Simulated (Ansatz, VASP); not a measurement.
## W: VASP beside Ansatz

```
W
1.0
    -1.56751    1.56751    1.56751
     1.56751   -1.56751    1.56751
     1.56751    1.56751   -1.56751
W
1
Direct
  0.00000 0.00000 0.00000
```

Alike in both runs: functional LDA; k mesh 24 × 24 × 24; no spin polarisation.

Ansatz relaxed the structure, and its values are those at the end. VASP's run is a single point on that final structure, the one shown.

|  | VASP | Ansatz |
| --- | --- | --- |
| version | VASP 6.6.1 | Ansatz 0.2.0 |
| potentials or method | VASP PAW LDA potentials, release 64 (W_sv) | plane-wave PAW, scalar-relativistic |
| plane-wave cutoff (eV) | 520 | 420 |
| occupations | methfessel-paxton of order 1, width 0.1 eV | cold, width 0.1 eV |
| valence electrons in the cell | 14 | 14 |

```csv
,VASP,Ansatz,Ansatz less VASP
pressure (GPa),1.9,0.0,-1.95
```

LDA's correlation is that of Perdew and Zunger in VASP and of Perdew and Wang (1992) in Ansatz.

Spin-orbit coupling is off throughout.
